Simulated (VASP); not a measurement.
Si:

```
Si
1.0
     0.00000    2.72212    2.72212
     2.72212    0.00000    2.72212
     2.72212    2.72212    0.00000
Si
2
Direct
  0.00000 0.00000 0.00000
  0.25000 0.25000 0.25000
```

Base run:

| Item | Value |
| --- | --- |
| Program | VASP 6.6.1 |
| Functional | HSE06 |
| Potentials or basis | VASP PAW PBE potentials, release 64 (Si) |
| Cutoff | 520 eV |
| k mesh | 6 × 6 × 6 |
| Occupations | gaussian, width 0.01 eV |
| Spin | no spin polarisation |

Its results: band gap on the k mesh 1.31 eV (least direct gap 3.32 eV); pressure -0.5 GPa.

The run is repeated on the same cell with these changes: functional from HSE06 to r2SCAN0. What comes out?

Band gap on the k mesh 2.08 eV (least direct gap 4.08 eV); pressure -1.4 GPa.

Caveats: the PAW data sets were made with another functional, which shifts forces and pressure a little.

A k mesh can miss the band edges.
